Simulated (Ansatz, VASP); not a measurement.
## Cr in VASP and in Ansatz

Contents of INCAR:

```
PREC = Accurate ; ENCUT = 520
EDIFF = 1E-7 ; ISMEAR = -1
SIGMA = 0.1 ; LREAL = False
LASPH = True ; NELM = 100
ALGO = Normal ; ISIF = 2
LWAVE = False ; LCHARG = False
GGA = CA ; NBANDS = 25
```

The input KPOINTS:

```
regular mesh
0
Gamma
  10 10 16
```

File POSCAR:

```
Cr
1.0
    4.2061349001      0.0000000000      0.0000000000
   -2.1030674501      3.6426196753      0.0000000000
    0.0000000000      0.0000000000      2.2593862048
Cr
3
Direct
    1.0000000000      0.0000000000      0.0000000000
    0.3333333333      0.6666666667      0.5000000000
    0.6666666667      0.3333333333      0.5000000000
```

Input for Ansatz:

```yaml
crystal:
  lattice:
    - [4.2061349001, 0.0, 0.0]
    - [-2.1030674501, 3.6426196753, 0.0]
    - [0.0, 0.0, 2.2593862048]
  atoms:
    - { symbol: Cr, position: [1.0, 0.0, 0.0] }
    - { symbol: Cr, position: [0.3333333333, 0.6666666667, 0.5] }
    - { symbol: Cr, position: [0.6666666667, 0.3333333333, 0.5] }
hamiltonian:
  xc: lda
  pseudopotentials:
    kind: paw
    azcp:
      Cr: "pseudopotentials/Cr.paw.azcp"
basis:
  ecutwfc: 420
  fft_grid_basis: typed
kpoints:
  mp_grid: { grid: [10, 10, 16], shift: [0, 0, 0] }
magnetization:
  spin_polarized: false
scf:
  occupations: { method: fermi_dirac, width: 0.1 }
  lower_state_search: "off"
output:
  stress: true
```

Alike in both runs: task single point; functional LDA; k mesh 10 × 10 × 16; occupations fermi-dirac, width 0.1 eV; no spin polarisation.

```csv
,VASP,Ansatz
version,VASP 6.6.1,Ansatz 0.2.0
potentials or method,"VASP PAW LDA potentials, release 64 (Cr_pv), cutoff 520 eV","plane waves (420 eV) with PAW, scalar-relativistic"
valence electrons in the cell,36,42
```

Ansatz gave:

| Quantity | Value |
| --- | --- |
| pressure (GPa) | -9.9 |
| traceless stress, the component that is largest in VASP (GPa) | 0.00 |

Task: Estimate VASP's values.

Result: Pressure (GPa): -9.8; traceless stress, the component that is largest in VASP (GPa): 0.06.

Ansatz warns that its potentials were made for another functional, while VASP's fit it. LDA's correlation is that of Perdew and Zunger in VASP and of Perdew and Wang (1992) in Ansatz. VASP's potentials hold 36 valence electrons a cell and Ansatz's 42, so a difference there can come from the potentials and not from the codes.
